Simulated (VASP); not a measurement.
# Sc (P6_3/mmc) in VASP: notebook

The runs below take Sc through single point, with BLYP.

Program: VASP 6.6.1. These are calculated values, not measurements. Logs are shortened: lines on timing, memory, paths and dates and some standing lists are left out, and cuts for length are marked.

## (1) The cell of the first run

Symmetry: P6_3/mmc, No. 194, hexagonal system. The conventional cell has a = 3.311 Å, b = 3.311 Å, c = 10.555 Å, α = 90.00°, β = 90.00°, γ = 120.00°. Within 4.3 Å of Sc (site symmetry -3m) lie 12 Sc at 3.26 to 3.31 Å. Within 4.3 Å of Sc (site symmetry -6m2) lie 12 Sc at 3.26 to 3.31 Å.

## (2) Single point, BLYP (25.05 Å³/atom)

Input file INCAR:

```
PREC = Accurate
ENCUT = 520
EDIFF = 1E-6
ISMEAR = -1
SIGMA = 0.1
LREAL = False
LASPH = True
NELM = 60
ALGO = Normal
ISIF = 2
LWAVE = False
LCHARG = False
GGA = B5
ALDAX = 1.0
AGGAX = 1.0
AGGAC = 1.0
ALDAC = 0.0
NBANDS = 30
```

Input file KPOINTS:

```
Automatic mesh
0
Gamma
  12 12 4
```

Input file POSCAR:

```
Sc
1.0
    3.3110877897      0.0000000000      0.0000000000
   -1.6555438949      2.8674861401      0.0000000000
    0.0000000000      0.0000000000     10.5546161923
Sc
4
Direct
    0.0000000000      1.0000000000      1.0000000000
    0.0000000000      1.0000000000      0.5000000000
    0.3333333333      0.6666666667      0.2500000000
    0.6666666667      0.3333333333      0.7500000000
```

Potentials or basis: VASP PAW PBE potentials, release 64 (Sc_sv).

On the command line:

```bash
$ cat potpaw_PBE.64/Sc_sv/POTCAR > POTCAR
$ mpirun -np 1 vasp_std > vasp.out
```

OUTCAR:

```text
PREC = Accurate
   ENCUT = 520
   EDIFF = 1E-6
   ISMEAR = -1
   LREAL = False
   LASPH = True
   NELM = 60
   ISIF = 2
   GGA = B5

 ion  position               nearest neighbor table
   1  0.000  0.000  0.000-   3 3.26   4 3.26   4 3.26   3 3.26   4 3.26   3 3.26
   2  0.000  0.000  0.500-   3 3.26   4 3.26   4 3.26   3 3.26   4 3.26   3 3.26
   3  0.333  0.667  0.250-   1 3.26   2 3.26   1 3.26   2 3.26   1 3.26   2 3.26
   4  0.667  0.333  0.750-   1 3.26   2 3.26   1 3.26   2 3.26   1 3.26   2 3.26

  LATTYP: Found a hexagonal cell.
 ALAT       =     3.3110877897
 C/A-ratio  =     3.1876582147

  Lattice vectors:

 A1 = (   3.3110877897,   0.0000000000,   0.0000000000)
 A2 = (  -1.6555438949,   2.8674861401,   0.0000000000)
 A3 = (   0.0000000000,   0.0000000000,  10.5546161923)

Analysis of symmetry for initial positions (statically):
=====================================================================
 Subroutine PRICEL returns:
 Original cell was already a primitive cell.

 Routine SETGRP: Setting up the symmetry group for a
 hexagonal supercell.

 Subroutine GETGRP returns: Found 24 space group operations
 (whereof 12 operations were pure point group operations)
 out of a pool of 24 trial point group operations.

The static configuration has the point symmetry D_3d.
 The point group associated with its full space group is D_6h.

Analysis of symmetry for dynamics (positions and initial velocities):
=====================================================================
 Subroutine PRICEL returns:
 Original cell was already a primitive cell.

 Routine SETGRP: Setting up the symmetry group for a
 hexagonal supercell.

 Subroutine GETGRP returns: Found 24 space group operations
 (whereof 12 operations were pure point group operations)
 out of a pool of 24 trial point group operations.

The dynamic configuration has the point symmetry D_3d.
 The point group associated with its full space group is D_6h.

 Subroutine INISYM returns: Found 24 space group operations
 (whereof 12 operations are pure point group operations),
 and found     1 'primitive' translations

----------------------------------------------------------------------------------------

                                     Primitive cell

  volume of cell :     100.2108

  direct lattice vectors                    reciprocal lattice vectors
     3.311087790  0.000000000  0.000000000     0.302015550  0.174368759  0.000000000
    -1.655543895  2.867486140  0.000000000     0.000000000  0.348737518  0.000000000
     0.000000000  0.000000000 10.554616192     0.000000000  0.000000000  0.094745274

  length of vectors
     3.311087790  3.311087790 10.554616192     0.348737518  0.348737518  0.094745274

  position of ions in fractional coordinates (direct lattice)
     0.000000000  0.000000000  0.000000000
     0.000000000  0.000000000  0.500000000
     0.333333333  0.666666667  0.250000000
     0.666666667  0.333333333  0.750000000

  ion indices of the primitive-cell ions
   primitive index   ion index
                 1           1
                 2           2
                 3           3
                 4           4

----------------------------------------------------------------------------------------

 KPOINTS: Automatic mesh

Automatic generation of k-mesh.
 Grid dimensions read from file:
 generate k-points for:   12   12    4

 Generating k-lattice:

  Cartesian coordinates                     Fractional coordinates (reciprocal lattice)
     0.025167963  0.014530730  0.000000000     0.083333333  0.000000000  0.000000000
     0.000000000  0.029061460  0.000000000     0.000000000  0.083333333  0.000000000
     0.000000000  0.000000000  0.023686318     0.000000000  0.000000000  0.250000000

  Length of vectors
     0.029061460  0.029061460  0.023686318

  Shift w.r.t. Gamma in fractional coordinates (k-lattice)
     0.000000000  0.000000000  0.000000000

 Subroutine IBZKPT returns following result:
 ===========================================

 Found     57 irreducible k-points:

 Following reciprocal coordinates:
            Coordinates               Weight
  0.000000  0.000000  0.000000      1.000000
  0.083333  0.000000  0.000000      6.000000
  0.166667 -0.000000  0.000000      6.000000
  0.250000  0.000000  0.000000      6.000000
  0.333333  0.000000  0.000000      6.000000
  0.416667 -0.000000  0.000000      6.000000
[... 16 lines left out ...]
  0.250000  0.000000  0.250000     12.000000
  0.333333  0.000000  0.250000     12.000000
 [... further k-points ...]
   k-points           NKPTS =     57   k-points in BZ     NKDIM =     57   number of bands    NBANDS=     30
   number of dos      NEDOS =    301   number of ions     NIONS =      4
   total plane-waves  NPLWV =  62720
   dimension x,y,z NGX =    28 NGY =   28 NGZ =   80
   dimension x,y,z NGXF=    56 NGYF=   56 NGZF=  160
   ions per type =               4
   NGX,Y,Z   is equivalent  to a cutoff of  14.06, 14.06, 12.60 a.u.
   NGXF,Y,Z  is equivalent  to a cutoff of  28.12, 28.12, 25.20 a.u.
 SYSTEM =  unknown system
   PREC   = accura    normal or accurate (medium, high low for compatibility)
   ISTART =      0    job   : 0-new  1-cont  2-samecut
   ICHARG =      2    charge: 1-file 2-atom 10-const
   ISPIN  =      1    spin polarized calculation?
   LNONCOLLINEAR =      F non collinear calculations
   LSORBIT =      F    spin-orbit coupling
   LASPH  =      T    aspherical Exc in radial PAW
   ENCUT  =  520.0 eV  38.22 Ry    6.18 a.u.   6.16  6.16 19.62*2*pi/ulx,y,z
   NELM   =     60;   NELMIN=  2; NELMDL= -5     # of ELM steps
   EDIFF  = 0.1E-05   stopping-criterion for ELM
   LREAL  =      F    real-space projection
   EDIFFG = 0.1E-04   stopping-criterion for IOM
   NSW    =      0    number of steps for IOM
   IBRION =     -1    ionic relax: 0-MD 1-quasi-New 2-CG
   NFREE  =      0    steps in history (QN), initial steepest desc. (CG)
   ISIF   =      2    stress and relaxation
   ISYM   =      2    0-nonsym 1-usesym 2-fastsym
   POTIM  = 0.5000    time-step for ionic-motion
   TEBEG  =    0.0;   TEEND  =   0.0 temperature during run
   PSTRESS=    0.0 pullay stress
   NELECT =      44.0000    total number of electrons
   NUPDOWN=      -1.0000    fix difference up-down
   EMIN   =  10.00;   EMAX   =-10.00  energy-range for DOS
   EFERMI =   0.00;   METHOD = LEGACY
   ISMEAR =    -1;   SIGMA  =   0.10  broadening in eV -4-tet -1-fermi 0-gaus
   EFERMI_NEDOS =   21; number of points for ismear=-14 and -15
   IALGO  =     38    algorithm
   IMIX   =      4    mixing-type and parameters
     AMIX     =   0.40;   BMIX     =  1.00
     AMIX_MAG =   1.60;   BMIX_MAG =  1.00
  volume/ion in A,a.u.               =      25.05       169.06
  Fermi-wavevector in a.u.,A,eV,Ry     =   1.244288  2.351363 21.065255  1.548253
  Thomas-Fermi vector in A             =   2.378561
   LORBIT       =      0    0 simple, 1 ext, 2 COOP (PROOUT), +10 PAW based schemes
   GGA     = B5    functional components
   LHFCALC =     F    Hartree Fock is set to
   AEXX    =    0.0000 exact exchange contribution
   IVDW    =     0    specifies the selected vdW correction
   LEPSILON=     F    determine dielectric tensor
   LRPA    =     F    only Hartree local field effects (RPA)
 non-spin polarized calculation
  energy-cutoff  :      520.00
  volume of cell :      100.21
 maximum number of plane-waves:      2727
 NGX is ok and might be reduce to    28
   NGX = 13   NGY = 13   NGZ = 39

 number of electron      44.0000004 magnetization

 Free energy of the ion-electron system (eV)
  ---------------------------------------------------
  ext. energy  EPLUGINS =         0.00000000
  ---------------------------------------------------
  free energy    TOTEN  =       -21.37764200 eV

  energy without entropy =      -21.12292757  energy(sigma->0) =      -21.25028479

 E-fermi :   4.0533     XC(G=0):  -9.3266

 val. band max:        4.0250296968   @ k =   0.3333   0.2500   0.2500
 cond. band min:       4.0556071006   @ k =   0.1667   0.0833   0.5000
 fundamental gap:      0.0305774038
 Fermi energy:         4.0532977862

 k-point     1 :       0.0000    0.0000    0.0000
  band No.  band energies     occupation
      1     -45.2660      2.00000
      2     -45.2394      2.00000
      3     -45.2301      2.00000
      4     -45.2033      2.00000
      5     -24.2238      2.00000
      6     -24.0429      2.00000
[... 22 lines left out ...]
     29       5.7373      0.00000
     30       5.7497      0.00000

 k-point     2 :       0.0833    0.0000    0.0000
  band No.  band energies     occupation
      1     -45.2628      2.00000
      2     -45.2371      2.00000
      3     -45.2278      2.00000
      4     -45.2019      2.00000
      5     -24.2153      2.00000
      6     -24.0458      2.00000
[... 22 lines left out ...]
     29       5.7929      0.00000
     30       5.8500      0.00000

 k-point     3 :       0.1667   -0.0000    0.0000
  band No.  band energies     occupation
      1     -45.2539      2.00000
      2     -45.2310      2.00000
      3     -45.2216      2.00000
      4     -45.1985      2.00000
      5     -24.1913      2.00000
      6     -24.0587      2.00000
[... 22 lines left out ...]
     29       5.7485      0.00000
     30       6.0916      0.00000

 k-point     4 :       0.2500    0.0000    0.0000
  band No.  band energies     occupation
      1     -45.2413      2.00000
      2     -45.2225      2.00000
      3     -45.2132      2.00000
      4     -45.1943      2.00000
      5     -24.1574      2.00000
      6     -24.0878      2.00000
[... 22 lines left out ...]
     29       5.7589      0.00000
     30       6.0884      0.00000

 k-point     5 :       0.3333    0.0000    0.0000
  band No.  band energies     occupation
      1     -45.2278      2.00000
      2     -45.2141      2.00000
      3     -45.2047      2.00000
      4     -45.1910      2.00000
      5     -24.1517      2.00000
      6     -24.1374      2.00000
[... 22 lines left out ...]
     29       5.6022      0.00000
     30       6.2565      0.00000
[... 526 lines left out ...]
     29       5.7304      0.00000
     30       5.7542      0.00000

 k-point    22 :       0.1667   -0.0000    0.2500
  band No.  band energies     occupation
      1     -45.2519      2.00000
      2     -45.2377      2.00000
      3     -45.2148      2.00000
      4     -45.2006      2.00000
      5     -24.1805      2.00000
      6     -24.1037      2.00000
[... 22 lines left out ...]
     29       5.7966      0.00000
     30       5.8500      0.00000

 k-point    23 :       0.2500    0.0000    0.2500
  band No.  band energies     occupation
      1     -45.2396      2.00000
      2     -45.2278      2.00000
      3     -45.2079      2.00000
      4     -45.1960      2.00000
      5     -24.1525      2.00000
      6     -24.1138      2.00000
[... 22 lines left out ...]
     29       5.7130      0.00000
     30       5.9555      0.00000

 k-point    24 :       0.3333    0.0000    0.2500
  band No.  band energies     occupation
      1     -45.2265      2.00000
      2     -45.2177      2.00000
      3     -45.2011      2.00000
      4     -45.1923      2.00000
      5     -24.1532      2.00000
      6     -24.1232      2.00000
[... 22 lines left out ...]
     29       5.5701      0.00000
     30       5.9651      0.00000

 [... further k-points ...]

------------------------ aborting loop because EDIFF is reached ----------------------------------------

  FORCE on cell =-STRESS in cart. coord.  units (eV):
  Direction    XX          YY          ZZ          XY          YZ          ZX
  --------------------------------------------------------------------------------------
  -------------------------------------------------------------------------------------
  Total       -0.0086360     -0.0086360      0.0091486      0.0000000      0.0000000      0.0000000
  in kB       -0.1380726     -0.1380726      0.1462681      0.0000000      0.0000000      0.0000000
  external PRESSURE =      -0.0432924 kB  Pullay stress =       0.0000000 kB

 VOLUME and BASIS-vectors are now :
 -----------------------------------------------------------------------------
  energy-cutoff  :      520.00
  volume of cell :      100.21
      direct lattice vectors                 reciprocal lattice vectors
     3.311087790  0.000000000  0.000000000     0.302015550  0.174368759  0.000000000
    -1.655543895  2.867486140  0.000000000     0.000000000  0.348737518  0.000000000
     0.000000000  0.000000000 10.554616192     0.000000000  0.000000000  0.094745274

 POSITION                                       TOTAL-FORCE (eV/Angst)
 -----------------------------------------------------------------------------------
      0.00000      0.00000      0.00000         0.000000      0.000000      0.000000
      0.00000      0.00000      5.27731         0.000000      0.000000      0.000000
     -0.00000      1.91166      2.63865        -0.000000      0.000000      0.000000
      1.65554      0.95583      7.91596         0.000000     -0.000000     -0.000000
 -----------------------------------------------------------------------------------
    total drift:                                0.000000     -0.000000      0.000000

  FREE ENERGIE OF THE ION-ELECTRON SYSTEM (eV)
  ---------------------------------------------------
  free  energy   TOTEN  =       -21.3776419989 eV

  energy  without entropy=      -21.1229275716  energy(sigma->0) =      -21.25028479
```

Run time: 3 min. Hardware: 1 thread of Intel Xeon Platinum 8488C (Sapphire Rapids), shared host; peak memory 0.3 GiB.

What came out:

```
Free energy            : -21.3776 eV
Pressure               : 0.0 GPa
Band gap on the k mesh : zero (bands 22 and 23 overlap by 1.14 eV)
```

Caveat: the PAW data sets were made with another functional, which shifts forces and pressure a little.

## (3) Single point, BLYP (26.05 Å³/atom)

This run uses another cell than the first one, of 26.05 Å³/atom.

Input file INCAR:

```
PREC = Accurate
ENCUT = 520
EDIFF = 1E-7
ISMEAR = -1
SIGMA = 0.1
LREAL = F
LASPH = T
NELM = 80
ALGO = Normal
ISIF = 2
LWAVE = F
LCHARG = F
GGA = B5
ALDAX = 1.0
AGGAX = 1.0
AGGAC = 1.0
ALDAC = 0.0
NBANDS = 30
```

Input file KPOINTS:

```
regular mesh
0
Gamma
  12 12 4
```

Input file POSCAR:

```
Sc
1.0
    3.3546597310      0.0000000000      0.0000000000
   -1.6773298655      2.9052205481      0.0000000000
    0.0000000000      0.0000000000     10.6935086490
Sc
4
Direct
    0.0000000000      1.0000000000      1.0000000000
    0.0000000000      1.0000000000      0.5000000000
    0.3333333333      0.6666666667      0.2500000000
    0.6666666667      0.3333333333      0.7500000000
```

Potentials or basis: VASP PAW PBE potentials, release 64 (Sc_sv).

On the command line:

```bash
$ cat potpaw_PBE.64/Sc_sv/POTCAR > POTCAR
$ mpirun -np 1 vasp_std > vasp.out
```

Run time: 3.4 min. Hardware: 1 thread of Intel Xeon Platinum 8488C (Sapphire Rapids), shared host; peak memory 0.3 GiB.

The run converged. Its results:

- Free energy: -21.3556 eV
- Pressure: -1.8 GPa
- Band gap on the k mesh: zero (bands 22 and 23 overlap by 1.08 eV)

Levels at points of the mesh, in eV from the Fermi level:
| k point | band 18 | band 19 | band 20 | band 21 | band 22 | band 23 | band 24 | band 25 | band 26 | band 27 |
| --- | --- | --- | --- | --- | --- | --- | --- | --- | --- | --- |
| (0.00, 0.00, 0.00) | -3.51 | -3.50 | -1.62 | 0.48 | 0.75 | 0.80 | 1.30 | 1.30 | 1.32 | 1.32 |
| (0.50, 0.00, 0.00) | -1.46 | -1.11 | -1.11 | -0.48 | -0.30 | -0.29 | 0.19 | 0.78 | 1.19 | 1.25 |
| (0.00, 0.00, 0.50) | -4.55 | -2.21 | -2.21 | 0.43 | 0.43 | 1.29 | 1.29 | 1.39 | 1.39 | 1.39 |
| (0.50, 0.00, 0.50) | -1.50 | -1.21 | -1.21 | -0.42 | -0.42 | 0.01 | 0.01 | 1.13 | 1.13 | 1.40 |

Caveat: the PAW data sets were made with another functional, which shifts forces and pressure a little.

The gap in the log of VASP goes by the Fermi energy; the results here count the filled bands.